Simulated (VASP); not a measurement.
# Ta6Mo (R-3m) in VASP: single point with PBE

Aim: the single point of Ta6Mo with PBE.

Program: VASP 6.6.1. These are calculated values, not measurements. Logs are shortened: lines on timing, memory, paths and dates and some standing lists are left out, and cuts for length are marked.

## 1. The cell of the first run

It takes space group R-3m (No. 166, trigonal). Conventional cell: a = 4.671 Å, b = 4.671 Å, c = 19.855 Å, α = 90.00°, β = 90.00°, γ = 120.00°. Within 3.7 Å of Ta (site symmetry 3m) lie 1 Mo at 2.80 Å and 13 Ta at 2.83 to 3.30 Å. Ta (site symmetry 3m) has 11 Ta at 2.77 to 3.30 Å and 3 Mo at 3.31 Å within 3.7 Å. Within 3.7 Å of Ta (site symmetry 3m) lie 11 Ta at 2.84 to 3.29 Å and 3 Mo at 2.85 Å. Mo (site symmetry -3m) has 14 Ta at 2.80 to 3.31 Å within 3.7 Å.

## 2. Single point, PBE

Contents of INCAR:

```
SYSTEM = Ta6Mo
PREC = Accurate
ENCUT = 520
EDIFF = 1E-7
ISMEAR = 0
SIGMA = 0.1
LREAL = .False.
LASPH = .True.
NELM = 100
ALGO = Fast
ISIF = 2
LWAVE = .False.
LCHARG = .True.
GGA = PE
LELF = .True.
LVHAR = .True.
NBANDS = 49
```

Contents of KPOINTS:

```
Automatic mesh
0
Gamma
  12 12 12
  0 0 0
```

Contents of POSCAR:

```
Ta6Mo
1.0
    2.3355860055      1.3484512090      6.6183189211
   -2.3355860055      1.3484512090      6.6183189211
    0.0000000000     -2.6969024180      6.6183189211
Ta Mo
6 1
Direct
    0.8591654277      0.8591654277      0.8591654277
    0.5697752732      0.5697752732      0.5697752732
    0.1408345723      0.1408345723      0.1408345723
    0.4302247268      0.4302247268      0.4302247268
    0.7127144910      0.7127144910      0.7127144910
    0.2872855090      0.2872855090      0.2872855090
    0.0000000000      0.0000000000      0.0000000000
```

Potentials or basis: VASP PAW PBE potentials, release 64 (Ta_pv, Mo_sv).

The run is started by

```bash
cat potpaw_PBE.64/Ta_pv/POTCAR potpaw_PBE.64/Mo_sv/POTCAR > POTCAR
mpirun -np 1 vasp_std > vasp.out
```

OUTCAR:

```text
SYSTEM = Ta6Mo
   PREC = Accurate
   ENCUT = 520
   EDIFF = 1E-7
   ISMEAR = 0
   LREAL = .False.
   LASPH = .True.
   NELM = 100
   ISIF = 2
   GGA = PE

 ion  position               nearest neighbor table
   1  0.859  0.859  0.859-   7 2.80   2 2.83   2 2.83   2 2.83   3 2.89   3 2.89   3 2.89   5 2.91
                             6 3.29   6 3.29   6 3.29   4 3.30   4 3.30   4 3.30
   2  0.570  0.570  0.570-   4 2.77   1 2.83   1 2.83   1 2.83   5 2.84   6 2.88   6 2.88   6 2.88
                             3 3.30   3 3.30   3 3.30   7 3.31   7 3.31   7 3.31
   3  0.141  0.141  0.141-   7 2.80   4 2.83   4 2.83   4 2.83   1 2.89   1 2.89   1 2.89   6 2.91
                             5 3.29   5 3.29   5 3.29   2 3.30   2 3.30   2 3.30
   4  0.430  0.430  0.430-   2 2.77   3 2.83   3 2.83   3 2.83   6 2.84   5 2.88   5 2.88   5 2.88
                             1 3.30   1 3.30   1 3.30   7 3.31   7 3.31   7 3.31
   5  0.713  0.713  0.713-   2 2.84   7 2.85   7 2.85   7 2.85   4 2.88   4 2.88   4 2.88   1 2.91
                             6 3.26   6 3.26   6 3.26   3 3.29   3 3.29   3 3.29
   6  0.287  0.287  0.287-   4 2.84   7 2.85   7 2.85   7 2.85   2 2.88   2 2.88   2 2.88   3 2.91
                             5 3.26   5 3.26   5 3.26   1 3.29   1 3.29   1 3.29
   7  0.000  0.000  0.000-   1 2.80   3 2.80   5 2.85   5 2.85   6 2.85   6 2.85   5 2.85   6 2.85
                             4 3.31   2 3.31   4 3.31   2 3.31   4 3.31   2 3.31

  LATTYP: Found a trigonal (rhomboedric) cell.
 ALAT       =     7.1467074932
 COS(alpha) =     0.7863958383

  Lattice vectors:

 A1 = (   2.3355860055,   1.3484512090,   6.6183189211)
 A2 = (  -2.3355860055,   1.3484512090,   6.6183189211)
 A3 = (   0.0000000000,  -2.6969024180,   6.6183189211)

Analysis of symmetry for initial positions (statically):
=====================================================================
 Subroutine PRICEL returns:
 Original cell was already a primitive cell.

 Routine SETGRP: Setting up the symmetry group for a
 trigonal (rhombohedral) supercell.

 Subroutine GETGRP returns: Found 12 space group operations
 (whereof 12 operations were pure point group operations)
 out of a pool of 12 trial point group operations.

The static configuration has the point symmetry D_3d.

Analysis of symmetry for dynamics (positions and initial velocities):
=====================================================================
 Subroutine PRICEL returns:
 Original cell was already a primitive cell.

 Routine SETGRP: Setting up the symmetry group for a
 trigonal (rhombohedral) supercell.

 Subroutine GETGRP returns: Found 12 space group operations
 (whereof 12 operations were pure point group operations)
 out of a pool of 12 trial point group operations.

The dynamic configuration has the point symmetry D_3d.

 Subroutine INISYM returns: Found 12 space group operations
 (whereof 12 operations are pure point group operations),
 and found     1 'primitive' translations

----------------------------------------------------------------------------------------

                                     Primitive cell

  volume of cell :     125.0633

  direct lattice vectors                    reciprocal lattice vectors
     2.335586006  1.348451209  6.618318921     0.214079036  0.123598589  0.050365257
    -2.335586006  1.348451209  6.618318921    -0.214079036  0.123598589  0.050365257
     0.000000000 -2.696902418  6.618318921     0.000000000 -0.247197178  0.050365257

  length of vectors
     7.146707493  7.146707493  7.146707493     0.252275849  0.252275849  0.252275849

  position of ions in fractional coordinates (direct lattice)
     0.859165428  0.859165428  0.859165428
     0.569775273  0.569775273  0.569775273
     0.140834572  0.140834572  0.140834572
     0.430224727  0.430224727  0.430224727
     0.712714491  0.712714491  0.712714491
     0.287285509  0.287285509  0.287285509
     0.000000000  0.000000000  0.000000000

  ion indices of the primitive-cell ions
   primitive index   ion index
                 1           1
                 2           2
                 3           3
                 4           4
                 5           5
                 6           6
                 7           7

----------------------------------------------------------------------------------------

 KPOINTS: Automatic mesh

Automatic generation of k-mesh.
 Grid dimensions read from file:
 generate k-points for:   12   12   12

 Generating k-lattice:

  Cartesian coordinates                     Fractional coordinates (reciprocal lattice)
     0.017839920  0.010299882  0.004197105     0.083333333  0.000000000  0.000000000
    -0.017839920  0.010299882  0.004197105     0.000000000  0.083333333  0.000000000
     0.000000000 -0.020599765  0.004197105     0.000000000  0.000000000  0.083333333

  Length of vectors
     0.021022987  0.021022987  0.021022987

  Shift w.r.t. Gamma in fractional coordinates (k-lattice)
     0.000000000  0.000000000  0.000000000

 Subroutine IBZKPT returns following result:
 ===========================================

 Found    189 irreducible k-points:

 Following reciprocal coordinates:
            Coordinates               Weight
  0.000000  0.000000  0.000000      1.000000
  0.083333  0.000000  0.000000      6.000000
  0.166667  0.000000  0.000000      6.000000
  0.250000  0.000000  0.000000      6.000000
  0.333333 -0.000000 -0.000000      6.000000
  0.416667  0.000000 -0.000000      6.000000
[... 16 lines left out ...]
  0.500000  0.166667  0.000000     12.000000
 -0.416667  0.166667  0.000000     12.000000
 [... further k-points ...]
   k-points           NKPTS =    189   k-points in BZ     NKDIM =    189   number of bands    NBANDS=     49
   number of dos      NEDOS =    301   number of ions     NIONS =      7
   total plane-waves  NPLWV = 157464
   dimension x,y,z NGX =    54 NGY =   54 NGZ =   54
   dimension x,y,z NGXF=   108 NGYF=  108 NGZF=  108
   ions per type =               6   1
   NGX,Y,Z   is equivalent  to a cutoff of  12.56, 12.56, 12.56 a.u.
   NGXF,Y,Z  is equivalent  to a cutoff of  25.12, 25.12, 25.12 a.u.
 SYSTEM =  Ta6Mo
   PREC   = accura    normal or accurate (medium, high low for compatibility)
   ISTART =      0    job   : 0-new  1-cont  2-samecut
   ICHARG =      2    charge: 1-file 2-atom 10-const
   ISPIN  =      1    spin polarized calculation?
   LNONCOLLINEAR =      F non collinear calculations
   LSORBIT =      F    spin-orbit coupling
   LASPH  =      T    aspherical Exc in radial PAW
   ENCUT  =  520.0 eV  38.22 Ry    6.18 a.u.  13.29 13.29 13.29*2*pi/ulx,y,z
   NELM   =    100;   NELMIN=  2; NELMDL= -5     # of ELM steps
   EDIFF  = 0.1E-06   stopping-criterion for ELM
   LREAL  =      F    real-space projection
   EDIFFG = 0.1E-05   stopping-criterion for IOM
   NSW    =      0    number of steps for IOM
   IBRION =     -1    ionic relax: 0-MD 1-quasi-New 2-CG
   NFREE  =      0    steps in history (QN), initial steepest desc. (CG)
   ISIF   =      2    stress and relaxation
   ISYM   =      2    0-nonsym 1-usesym 2-fastsym
   POTIM  = 0.5000    time-step for ionic-motion
   TEBEG  =    0.0;   TEEND  =   0.0 temperature during run
   PSTRESS=    0.0 pullay stress
   NELECT =      80.0000    total number of electrons
   NUPDOWN=      -1.0000    fix difference up-down
   EMIN   =  10.00;   EMAX   =-10.00  energy-range for DOS
   EFERMI =   0.00;   METHOD = LEGACY
   ISMEAR =     0;   SIGMA  =   0.10  broadening in eV -4-tet -1-fermi 0-gaus
   EFERMI_NEDOS =   21; number of points for ismear=-14 and -15
   IALGO  =     68    algorithm
   IMIX   =      4    mixing-type and parameters
     AMIX     =   0.40;   BMIX     =  1.00
     AMIX_MAG =   1.60;   BMIX_MAG =  1.00
  volume/ion in A,a.u.               =      17.87       120.57
  Fermi-wavevector in a.u.,A,eV,Ry     =   1.410571  2.665592 27.071638  1.989709
  Thomas-Fermi vector in A             =   2.532511
   LORBIT       =      0    0 simple, 1 ext, 2 COOP (PROOUT), +10 PAW based schemes
   GGA     = PE    functional components
   LHFCALC =     F    Hartree Fock is set to
   AEXX    =    0.0000 exact exchange contribution
   IVDW    =     0    specifies the selected vdW correction
   LEPSILON=     F    determine dielectric tensor
   LRPA    =     F    only Hartree local field effects (RPA)
 non-spin polarized calculation
 RMM-DIIS sequential band-by-band and
 Gauss-broadening in eV      SIGMA  =   0.10
  energy-cutoff  :      520.00
  volume of cell :      125.06
 maximum number of plane-waves:      3391
 NGX is ok and might be reduce to    54
   NGX = 27   NGY = 27   NGZ = 27

 number of electron      79.9999999 magnetization

 Free energy of the ion-electron system (eV)
  ---------------------------------------------------
  ext. energy  EPLUGINS =         0.00000000
  ---------------------------------------------------
  free energy    TOTEN  =       -82.13198776 eV

  energy without entropy =      -82.08959966  energy(sigma->0) =      -82.11079371

 E-fermi :   6.2032     XC(G=0): -12.6578

 val. band max:        6.2031131359   @ k =  -0.4167   0.4167   0.2500
 cond. band min:       6.2033856535   @ k =  -0.4167   0.0833   0.0833
 fundamental gap:      0.0002725176
 Fermi energy:         6.2032076845

 k-point     1 :       0.0000    0.0000    0.0000
  band No.  band energies     occupation
      1     -53.9675      2.00000
      2     -28.2062      2.00000
      3     -28.2062      2.00000
      4     -28.1967      2.00000
      5     -27.8104      2.00000
      6     -27.7470      2.00000
[... 41 lines left out ...]
     48      10.2648      0.00000
     49      10.5221      0.00000

 k-point     2 :       0.0833    0.0000    0.0000
  band No.  band energies     occupation
      1     -53.9675      2.00000
      2     -28.2140      2.00000
      3     -28.2100      2.00000
      4     -28.1996      2.00000
      5     -27.8192      2.00000
      6     -27.7588      2.00000
[... 41 lines left out ...]
     48      10.0357      0.00000
     49      10.3061      0.00000

 k-point     3 :       0.1667    0.0000    0.0000
  band No.  band energies     occupation
      1     -53.9676      2.00000
      2     -28.2341      2.00000
      3     -28.2270      2.00000
      4     -28.1997      2.00000
      5     -27.8442      2.00000
      6     -27.8194      2.00000
[... 41 lines left out ...]
     48       9.6073      0.00000
     49       9.7691      0.00000

 k-point     4 :       0.2500    0.0000    0.0000
  band No.  band energies     occupation
      1     -53.9677      2.00000
      2     -28.2594      2.00000
      3     -28.2539      2.00000
      4     -28.1934      2.00000
      5     -27.8803      2.00000
      6     -27.8762      2.00000
[... 977 lines left out ...]
     48       8.9484      0.00000
     49       9.3571      0.00000

 k-point    23 :       0.5000    0.1667    0.0000
  band No.  band energies     occupation
      1     -53.9678      2.00000
      2     -28.3018      2.00000
      3     -28.2761      2.00000
      4     -28.1975      2.00000
      5     -27.9203      2.00000
      6     -27.8828      2.00000
[... 41 lines left out ...]
     48       9.3187      0.00000
     49       9.5474      0.00000

 k-point    24 :      -0.4167    0.1667    0.0000
  band No.  band energies     occupation
      1     -53.9678      2.00000
      2     -28.3043      2.00000
      3     -28.2822      2.00000
      4     -28.1944      2.00000
      5     -27.9119      2.00000
      6     -27.8942      2.00000
[... 41 lines left out ...]
     48       9.1929      0.00000
     49       9.4270      0.00000

 [... further k-points ...]

------------------------ aborting loop because EDIFF is reached ----------------------------------------

  FORCE on cell =-STRESS in cart. coord.  units (eV):
  Direction    XX          YY          ZZ          XY          YZ          ZX
  --------------------------------------------------------------------------------------
  -------------------------------------------------------------------------------------
  Total        0.1220486      0.1220486      0.1202591      0.0000000     -0.0000000      0.0000000
  in kB        1.5635563      1.5635563      1.5406308      0.0000000     -0.0000000      0.0000000
  external PRESSURE =       1.5559144 kB  Pullay stress =       0.0000000 kB

 VOLUME and BASIS-vectors are now :
 -----------------------------------------------------------------------------
  energy-cutoff  :      520.00
  volume of cell :      125.06
      direct lattice vectors                 reciprocal lattice vectors
     2.335586006  1.348451209  6.618318921     0.214079036  0.123598589  0.050365257
    -2.335586006  1.348451209  6.618318921    -0.214079036  0.123598589  0.050365257
     0.000000000 -2.696902418  6.618318921     0.000000000 -0.247197178  0.050365257

 POSITION                                       TOTAL-FORCE (eV/Angst)
 -----------------------------------------------------------------------------------
      0.00000      0.00000     17.05869        -0.000000     -0.000000     -0.005367
      0.00000      0.00000     11.31286        -0.000000     -0.000000     -0.000477
      0.00000      0.00000      2.79626        -0.000000      0.000000      0.005367
      0.00000      0.00000      8.54209        -0.000000     -0.000000      0.000477
      0.00000      0.00000     14.15092        -0.000000     -0.000000      0.004757
      0.00000      0.00000      5.70404        -0.000000     -0.000000     -0.004757
      0.00000      0.00000      0.00000         0.000000     -0.000000     -0.000000
 -----------------------------------------------------------------------------------
    total drift:                               -0.000000      0.000000     -0.000000

  FREE ENERGIE OF THE ION-ELECTRON SYSTEM (eV)
  ---------------------------------------------------
  free  energy   TOTEN  =       -82.1319877611 eV

  energy  without entropy=      -82.0895996559  energy(sigma->0) =      -82.11079371
```

It took 1.5 h on 1 thread of Oxide Virtual Turin-like, shared host; peak memory 1 GiB.

Results:

```yaml
Free_energy: -82.1320 eV
Pressure: 0.2 GPa
Largest_force: 0.005 eV/Å
Band_gap_on_the_k_mesh: zero (bands 40 and 41 overlap by 0.81 eV)
```

Forces on the atoms (eV/Å):
```
Ta   0.000  0.000 -0.005
Ta   0.000  0.000  0.000
Ta   0.000  0.000  0.005
Ta   0.000  0.000  0.000
Ta   0.000  0.000  0.005
Ta   0.000  0.000 -0.005
Mo   0.000  0.000  0.000
```

Levels at points of the mesh, in eV from the Fermi level:
```csv
k point,band 36,band 37,band 38,band 39,band 40,band 41,band 42,band 43,band 44,band 45
"(0.00, 0.00, 0.00)",-1.15,-1.15,-0.97,-0.97,0.31,0.59,0.59,1.55,1.69,2.96
"(0.50, 0.00, 0.00)",-1.04,-0.92,-0.88,-0.49,-0.34,0.62,1.21,1.64,1.64,1.82
"(0.50, 0.50, 0.00)",-0.95,-0.74,-0.49,-0.48,-0.23,0.07,0.52,1.28,1.33,1.59
"(0.50, 0.50, 0.50)",-1.34,-1.33,-1.01,-0.23,-0.23,0.04,0.04,1.78,2.28,2.81
```

Caveat: spin-orbit coupling is left out, which moves the levels of the heavy elements.
